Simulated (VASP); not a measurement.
# Pd (C2/m) in VASP: notebook

Pd is run at these levels: PBEsol; tasks: single point.

Everything below comes from runs of VASP 6.6.1. Logs are shortened: lines on timing, memory, paths and dates and some standing lists are left out, and cuts for length are marked.

## 1. The cell of the first run

The structure is monoclinic, space group C2/m (No. 12). The conventional cell has a = 4.847 Å, b = 2.798 Å, c = 4.533 Å, α = 90.00°, β = 90.00°, γ = 90.00°. Pd (site symmetry m) has 12 Pd at 2.56 to 3.06 Å within 3.4 Å.

## 2. Single point, PBEsol (shortest bond scaled by 1.1)

Input file INCAR:

```
PREC     = Accurate       # precision mode
ENCUT    = 520            # plane-wave cutoff, eV
EDIFF    = 1E-7           # SCF threshold, eV
ISMEAR   = -1             # smearing method
SIGMA    = 0.05           # smearing width, eV
LREAL    = F              # projectors in reciprocal space
LASPH    = T              # aspherical terms in the spheres
NELM     = 80             # most SCF steps
ALGO     = Normal         # electronic algorithm
ISIF     = 2              # what is computed and relaxed
LWAVE    = F              # write WAVECAR
LCHARG   = F              # write CHGCAR
GGA      = PS             # functional
NBANDS   = 17             # bands
```

Input file KPOINTS:

```
regular mesh
0
Gamma
  12 12 7
```

Input file POSCAR:

```
Pd
1.0
    2.7983685316      0.0000000000      0.0000000000
   -1.3991842658      2.4234582375      0.0000000000
    0.0000000000      0.0000000000      4.5333570212
Pd
2
Direct
    0.3666666667      0.6833333333      0.2750000000
    0.6333333333      0.3166666667      0.7250000000
```

Potentials or basis: VASP PAW PBE potentials, release 64 (Pd).

Command:

```
cat potpaw_PBE.64/Pd/POTCAR > POTCAR
mpirun -np 1 vasp_std > vasp.out
```

OUTCAR:

```text
PREC = Accurate
   ENCUT = 520
   EDIFF = 1E-7
   ISMEAR = -1
   LREAL = F
   LASPH = T
   NELM = 80
   ISIF = 2
   GGA = PS

 ion  position               nearest neighbor table
   1  0.367  0.683  0.275-   2 2.56   2 2.56   2 2.71   2 2.93   2 2.93   2 3.06
   2  0.633  0.317  0.725-   1 2.56   1 2.56   1 2.71   1 2.93   1 2.93   1 3.06

  LATTYP: Found a hexagonal cell.
 ALAT       =     2.7983685316
 C/A-ratio  =     1.6200000000

  Lattice vectors:

 A1 = (   2.7983685316,   0.0000000000,   0.0000000000)
 A2 = (  -1.3991842658,   2.4234582375,   0.0000000000)
 A3 = (   0.0000000000,   0.0000000000,   4.5333570212)

Analysis of symmetry for initial positions (statically):
=====================================================================
 Subroutine PRICEL returns:
 Original cell was already a primitive cell.

 Routine SETGRP: Setting up the symmetry group for a
 hexagonal supercell.

 Subroutine GETGRP returns: Found  4 space group operations
 (whereof  4 operations were pure point group operations)
 out of a pool of 24 trial point group operations.

The static configuration has the point symmetry C_2h.

Analysis of symmetry for dynamics (positions and initial velocities):
=====================================================================
 Subroutine PRICEL returns:
 Original cell was already a primitive cell.

 Routine SETGRP: Setting up the symmetry group for a
 hexagonal supercell.

 Subroutine GETGRP returns: Found  4 space group operations
 (whereof  4 operations were pure point group operations)
 out of a pool of 24 trial point group operations.

The dynamic configuration has the point symmetry C_2h.

 Subroutine INISYM returns: Found  4 space group operations
 (whereof  4 operations are pure point group operations),
 and found     1 'primitive' translations

----------------------------------------------------------------------------------------

                                     Primitive cell

  volume of cell :      30.7440

  direct lattice vectors                    reciprocal lattice vectors
     2.798368532  0.000000000  0.000000000     0.357351074  0.206316739  0.000000000
    -1.399184266  2.423458237  0.000000000     0.000000000  0.412633477  0.000000000
     0.000000000  0.000000000  4.533357021     0.000000000  0.000000000  0.220587083

  length of vectors
     2.798368532  2.798368532  4.533357021     0.412633477  0.412633477  0.220587083

  position of ions in fractional coordinates (direct lattice)
     0.366666667  0.683333333  0.275000000
     0.633333333  0.316666667  0.725000000

  ion indices of the primitive-cell ions
   primitive index   ion index
                 1           1
                 2           2

----------------------------------------------------------------------------------------

 KPOINTS: regular mesh

Automatic generation of k-mesh.
 Grid dimensions read from file:
 generate k-points for:   12   12    7

 Generating k-lattice:

  Cartesian coordinates                     Fractional coordinates (reciprocal lattice)
     0.029779256  0.017193062  0.000000000     0.083333333  0.000000000  0.000000000
     0.000000000  0.034386123  0.000000000     0.000000000  0.083333333  0.000000000
     0.000000000  0.000000000  0.031512440     0.000000000  0.000000000  0.142857143

  Length of vectors
     0.034386123  0.034386123  0.031512440

  Shift w.r.t. Gamma in fractional coordinates (k-lattice)
     0.000000000  0.000000000  0.000000000

 Subroutine IBZKPT returns following result:
 ===========================================

 Found    277 irreducible k-points:

 Following reciprocal coordinates:
            Coordinates               Weight
  0.000000  0.000000  0.000000      1.000000
  0.083333  0.000000  0.000000      2.000000
  0.000000  0.083333  0.000000      4.000000
  0.166667  0.000000  0.000000      2.000000
  0.000000  0.166667  0.000000      4.000000
  0.250000  0.000000  0.000000      2.000000
[... 16 lines left out ...]
 -0.083333  0.416667  0.000000      4.000000
 -0.416667  0.333333  0.000000      4.000000
 [... further k-points ...]
   k-points           NKPTS =    277   k-points in BZ     NKDIM =    277   number of bands    NBANDS=     17
   number of dos      NEDOS =    301   number of ions     NIONS =      2
   total plane-waves  NPLWV =  20736
   dimension x,y,z NGX =    24 NGY =   24 NGZ =   36
   dimension x,y,z NGXF=    48 NGYF=   48 NGZF=   72
   ions per type =               2
   NGX,Y,Z   is equivalent  to a cutoff of  14.26, 14.26, 13.20 a.u.
   NGXF,Y,Z  is equivalent  to a cutoff of  28.52, 28.52, 26.40 a.u.
 SYSTEM =  unknown system
   PREC   = accura    normal or accurate (medium, high low for compatibility)
   ISTART =      0    job   : 0-new  1-cont  2-samecut
   ICHARG =      2    charge: 1-file 2-atom 10-const
   ISPIN  =      1    spin polarized calculation?
   LNONCOLLINEAR =      F non collinear calculations
   LSORBIT =      F    spin-orbit coupling
   LASPH  =      T    aspherical Exc in radial PAW
   ENCUT  =  520.0 eV  38.22 Ry    6.18 a.u.   5.20  5.20  8.43*2*pi/ulx,y,z
   NELM   =     80;   NELMIN=  2; NELMDL= -5     # of ELM steps
   EDIFF  = 0.1E-06   stopping-criterion for ELM
   LREAL  =      F    real-space projection
   EDIFFG = 0.1E-05   stopping-criterion for IOM
   NSW    =      0    number of steps for IOM
   IBRION =     -1    ionic relax: 0-MD 1-quasi-New 2-CG
   NFREE  =      0    steps in history (QN), initial steepest desc. (CG)
   ISIF   =      2    stress and relaxation
   ISYM   =      2    0-nonsym 1-usesym 2-fastsym
   POTIM  = 0.5000    time-step for ionic-motion
   TEBEG  =    0.0;   TEEND  =   0.0 temperature during run
   PSTRESS=    0.0 pullay stress
   NELECT =      20.0000    total number of electrons
   NUPDOWN=      -1.0000    fix difference up-down
   EMIN   =  10.00;   EMAX   =-10.00  energy-range for DOS
   EFERMI =   0.00;   METHOD = LEGACY
   ISMEAR =    -1;   SIGMA  =   0.05  broadening in eV -4-tet -1-fermi 0-gaus
   EFERMI_NEDOS =   21; number of points for ismear=-14 and -15
   IALGO  =     38    algorithm
   IMIX   =      4    mixing-type and parameters
     AMIX     =   0.40;   BMIX     =  1.00
     AMIX_MAG =   1.60;   BMIX_MAG =  1.00
  volume/ion in A,a.u.               =      15.37       103.74
  Fermi-wavevector in a.u.,A,eV,Ry     =   1.418507  2.680589 27.377114  2.012161
  Thomas-Fermi vector in A             =   2.539625
   LORBIT       =      0    0 simple, 1 ext, 2 COOP (PROOUT), +10 PAW based schemes
   GGA     = PS    functional components
   LHFCALC =     F    Hartree Fock is set to
   AEXX    =    0.0000 exact exchange contribution
   IVDW    =     0    specifies the selected vdW correction
   LEPSILON=     F    determine dielectric tensor
   LRPA    =     F    only Hartree local field effects (RPA)
 non-spin polarized calculation
  energy-cutoff  :      520.00
  volume of cell :       30.74
 maximum number of plane-waves:       840
 NGX is ok and might be reduce to    24
   NGX = 11   NGY = 11   NGZ = 17

 number of electron      19.9999999 magnetization

 Free energy of the ion-electron system (eV)
  ---------------------------------------------------
  ext. energy  EPLUGINS =         0.00000000
  ---------------------------------------------------
  free energy    TOTEN  =       -11.59025818 eV

  energy without entropy =      -11.54474053  energy(sigma->0) =      -11.56749936

 E-fermi :   9.0091     XC(G=0): -13.0940

 val. band max:        9.0066092514   @ k =   0.4167  -0.3333   0.2857
 cond. band min:       9.0109706664   @ k =   0.2500   0.1667   0.2857
 fundamental gap:      0.0043614151
 Fermi energy:         9.0090988763

 k-point     1 :       0.0000    0.0000    0.0000
  band No.  band energies     occupation
      1       2.0151      2.00000
      2       3.7926      2.00000
      3       6.1370      2.00000
      4       6.2259      2.00000
      5       6.3550      2.00000
      6       6.3897      2.00000
[... 9 lines left out ...]
     16      28.5712      0.00000
     17      29.9624      0.00000

 k-point     2 :       0.0833    0.0000    0.0000
  band No.  band energies     occupation
      1       2.2270      2.00000
      2       3.9219      2.00000
      3       5.9809      2.00000
      4       6.3455      2.00000
      5       6.3937      2.00000
      6       6.4283      2.00000
[... 9 lines left out ...]
     16      28.6388      0.00000
     17      28.8371      0.00000

 k-point     3 :       0.0000    0.0833    0.0000
  band No.  band energies     occupation
      1       2.2301      2.00000
      2       3.9425      2.00000
      3       5.9609      2.00000
      4       6.2643      2.00000
      5       6.3777      2.00000
      6       6.4770      2.00000
[... 9 lines left out ...]
     16      28.4458      0.00000
     17      28.9388      0.00000

 k-point     4 :       0.1667    0.0000    0.0000
  band No.  band energies     occupation
      1       2.8129      2.00000
      2       4.2102      2.00000
      3       5.6688      2.00000
      4       6.3544      2.00000
      5       6.3567      2.00000
      6       6.6435      2.00000
[... 9 lines left out ...]
     16      26.9700      0.00000
     17      28.6177      0.00000
[... 343 lines left out ...]
      1       4.1277      2.00000
      2       4.3297      2.00000
      3       4.5651      2.00000
      4       5.9285      2.00000
      5       6.6498      2.00000
      6       6.9261      2.00000
[... 9 lines left out ...]
     16      24.1297      0.00000
     17      25.2471      0.00000

 k-point    23 :      -0.0833    0.4167    0.0000
  band No.  band energies     occupation
      1       4.2560      2.00000
      2       4.5560      2.00000
      3       4.7564      2.00000
      4       6.0198      2.00000
      5       6.3921      2.00000
      6       6.7773      2.00000
[... 9 lines left out ...]
     16      23.8809      0.00000
     17      24.7338      0.00000

 k-point    24 :      -0.4167    0.3333    0.0000
  band No.  band energies     occupation
      1       4.2507      2.00000
      2       4.5749      2.00000
      3       4.7133      2.00000
      4       6.1121      2.00000
      5       6.3798      2.00000
      6       6.5609      2.00000
[... 9 lines left out ...]
     16      23.8392      0.00000
     17      24.7593      0.00000

 [... further k-points ...]
[... 5 lines left out ...]
  --------------------------------------------------------------------------------------
  -------------------------------------------------------------------------------------
  Total       -1.2552656     -0.7725722      0.1497661     -0.4180248      0.1525307      0.2641908
  in kB      -65.4162812    -40.2614363      7.8048369    -21.7847347      7.9489074     13.7679086
  external PRESSURE =     -32.6242936 kB  Pullay stress =       0.0000000 kB

 VOLUME and BASIS-vectors are now :
 -----------------------------------------------------------------------------
  energy-cutoff  :      520.00
  volume of cell :       30.74
      direct lattice vectors                 reciprocal lattice vectors
     2.798368532  0.000000000  0.000000000     0.357351074  0.206316739  0.000000000
    -1.399184266  2.423458237  0.000000000     0.000000000  0.412633477  0.000000000
     0.000000000  0.000000000  4.533357021     0.000000000  0.000000000  0.220587083

 POSITION                                       TOTAL-FORCE (eV/Angst)
 -----------------------------------------------------------------------------------
      0.06996      1.65603      1.24667        -0.139688     -0.080649     -1.969406
      1.32923      0.76743      3.28668         0.139688      0.080649      1.969406
 -----------------------------------------------------------------------------------
    total drift:                               -0.000000      0.000000     -0.000000

  FREE ENERGIE OF THE ION-ELECTRON SYSTEM (eV)
  ---------------------------------------------------
  free  energy   TOTEN  =       -11.5902581795 eV

  energy  without entropy=      -11.5447405339  energy(sigma->0) =      -11.56749936
```

It took 67 s on 1 thread of AMD EPYC 9R45 (Zen 5), shared host; peak memory 0.21 GiB.

What came out:

* Free energy: -11.5903 eV
* Pressure: -3.3 GPa
* Largest force: 1.976 eV/Å
* Band gap on the k mesh: zero (band 10 reaches 9.25 eV, above the bottom of band 11 at 8.58 eV)

Forces on the atoms (eV/Å):
```
Pd  -0.140 -0.081 -1.969
Pd   0.140  0.081  1.969
```

Caveat: the cell differs from its parent crystal (shortest bond scaled by 1.1); the PAW data sets were made with another functional, which shifts forces and pressure a little.

## 3. Single point, PBEsol (shortest bond scaled by 0.82)

Input file INCAR:

```
PREC = Accurate
ENCUT = 520
EDIFF = 1E-7
ISMEAR = -1
SIGMA = 0.05
LREAL = F
LASPH = T
NELM = 80
ALGO = Normal
ISIF = 2
LWAVE = F
LCHARG = F
GGA = PS
NBANDS = 17
```

Input file KPOINTS:

```
Automatic mesh
0
Gamma
  12 12 7
```

Input file POSCAR:

```
Pd
1.0
    2.7983685316      0.0000000000      0.0000000000
   -1.3991842658      2.4234582375      0.0000000000
    0.0000000000      0.0000000000      4.5333570212
Pd
2
Direct
    0.2733333333      0.6366666667      0.2050000000
    0.7266666667      0.3633333333      0.7950000000
```

Potentials or basis: VASP PAW PBE potentials, release 64 (Pd).

Command:

```
cat potpaw_PBE.64/Pd/POTCAR > POTCAR
mpirun -np 1 vasp_std > vasp.out
```

It took 68 s on 1 thread of AMD EPYC 9R45 (Zen 5), shared host; peak memory 0.22 GiB.

The run converged. Its results:

```
Free energy            : -10.9033 eV
Pressure               : 11.6 GPa
Largest force          : 4.811 eV/Å
Band gap on the k mesh : zero (band 10 reaches 9.41 eV, above the bottom of band 11 at 8.67 eV)
```

Forces on the atoms (eV/Å):
```
Pd   1.253  0.724  4.588
Pd  -1.253 -0.724 -4.588
```

Stress tensor (GPa, compression positive):
```
 9.88  7.29 10.98
 7.29  1.47  6.34
10.98  6.34 23.39
```

Levels at points of the mesh, in eV from the Fermi level:
| k point | band 6 | band 7 | band 8 | band 9 | band 10 | band 11 | band 12 | band 13 | band 14 | band 15 |
| --- | --- | --- | --- | --- | --- | --- | --- | --- | --- | --- |
| (0.00, 0.00, 0.00) | -3.07 | -2.37 | -1.82 | -1.07 | -0.65 | 0.20 | 1.43 | 5.97 | 16.34 | 18.72 |
| (0.50, 0.00, 0.00) | -2.30 | -1.98 | -0.64 | -0.11 | 0.20 | 3.08 | 3.30 | 9.08 | 9.53 | 12.66 |
| (0.00, 0.50, 0.00) | -1.90 | -1.61 | -0.39 | -0.25 | 0.16 | 1.86 | 4.56 | 7.70 | 11.00 | 11.53 |

Caveat: the cell differs from its parent crystal (shortest bond scaled by 0.82); the PAW data sets were made with another functional, which shifts forces and pressure a little.

## 4. Single point, PBEsol (shortest bond scaled by 0.76)

Input file INCAR:

```
ALGO     = Normal         # electronic algorithm
EDIFF    = 1E-6           # SCF threshold, eV
ENCUT    = 520            # plane-wave cutoff, eV
GGA      = PS             # functional
ISIF     = 2              # what is computed and relaxed
ISMEAR   = -1             # smearing method
LASPH    = T              # aspherical terms in the spheres
LCHARG   = F              # write CHGCAR
LREAL    = F              # projectors in reciprocal space
LWAVE    = F              # write WAVECAR
NBANDS   = 17             # bands
NELM     = 80             # most SCF steps
PREC     = Accurate       # precision mode
SIGMA    = 0.05           # smearing width, eV
```

Input file KPOINTS:

```
k-points
0
Gamma
  12 12 7
```

Input file POSCAR:

```
Pd
1.0
    2.7983685316      0.0000000000      0.0000000000
   -1.3991842658      2.4234582375      0.0000000000
    0.0000000000      0.0000000000      4.5333570212
Pd
2
Direct
    0.2533333333      0.6266666667      0.1900000000
    0.7466666667      0.3733333333      0.8100000000
```

Command:

```
cat potpaw_PBE.64/Pd/POTCAR > POTCAR
mpirun -np 1 vasp_std > vasp.out
```

It took 64 s on 1 thread of AMD EPYC 9R45 (Zen 5), shared host; peak memory 0.21 GiB.

Results (log left out):

- Free energy: -9.8337 eV
- Pressure: 30.7 GPa
- Largest force: 8.871 eV/Å
- Band gap on the k mesh: zero (band 10 reaches 9.70 eV, above the bottom of band 11 at 8.85 eV)

Forces on the atoms (eV/Å):
```
Pd   2.919  1.685  8.206
Pd  -2.919 -1.685 -8.206
```

Stress tensor (GPa, compression positive):
```
26.75 13.48 25.53
13.48 11.18 14.74
25.53 14.74 54.06
```

Levels at points of the mesh, in eV from the Fermi level:
```tsv
k point	band 7	band 8	band 9	band 10	band 11	band 12	band 13	band 14
(0.00, 0.00, 0.00)	-2.43	-1.93	-0.86	-0.79	0.27	1.74	5.29	16.02
(0.50, 0.00, 0.00)	-2.14	-1.16	-0.20	0.06	2.70	3.23	8.46	8.83
(0.00, 0.50, 0.00)	-1.70	-0.78	-0.46	0.12	1.53	4.59	7.29	10.97
```

Caveat: the cell differs from its parent crystal (shortest bond scaled by 0.76); the PAW data sets were made with another functional, which shifts forces and pressure a little.

## 5. Single point, PBEsol (shortest bond scaled by 0.7)

Input file INCAR:

```
PREC = Accurate
ENCUT = 520
EDIFF = 1E-7
ISMEAR = -1
SIGMA = 0.05
LREAL = F
LASPH = T
NELM = 60
ALGO = Normal
ISIF = 2
LWAVE = F
LCHARG = F
GGA = PS
NBANDS = 17
```

Input file KPOINTS:

```
regular mesh
0
Gamma
  12 12 7
```

Input file POSCAR:

```
Pd
1.0
    2.7983685316      0.0000000000      0.0000000000
   -1.3991842658      2.4234582375      0.0000000000
    0.0000000000      0.0000000000      4.5333570212
Pd
2
Direct
    0.2333333333      0.6166666667      0.1750000000
    0.7666666667      0.3833333333      0.8250000000
```

Command:

```
cat potpaw_PBE.64/Pd/POTCAR > POTCAR
mpirun -np 1 vasp_std > vasp.out
```

Run time: 74 s. Hardware: 1 thread of AMD EPYC 9R45 (Zen 5), shared host; peak memory 0.21 GiB.

The run converged. Its results:

```
Free energy            : -7.8559 eV
Pressure               : 58.5 GPa
Largest force          : 15.850 eV/Å
Band gap on the k mesh : zero (band 10 reaches 10.13 eV, above the bottom of band 11 at 9.22 eV)
```

Forces in eV/Å, atoms in the order of the input:
```
Pd    5.986   3.456  14.263
Pd   -5.986  -3.456 -14.263
```

Stress tensor (GPa, compression positive):
```
51.16 23.00 49.28
23.00 24.61 28.45
49.28 28.45 99.64
```

Levels at points of the mesh, in eV from the Fermi level:
```
           k point  band 7  band 8  band 9  band 10  band 11  band 12  band 13  band 14
(0.00, 0.00, 0.00)   -2.81   -1.90   -0.93    -0.60     0.33     2.23     4.59    15.74
(0.50, 0.00, 0.00)   -2.41   -1.83   -0.47    -0.06     1.94     3.46     7.57     8.59
(0.00, 0.50, 0.00)   -1.41   -1.24   -0.73     0.10     1.21     4.56     7.12    10.42
```

Caveat: the cell differs from its parent crystal (shortest bond scaled by 0.7); the PAW data sets were made with another functional, which shifts forces and pressure a little.
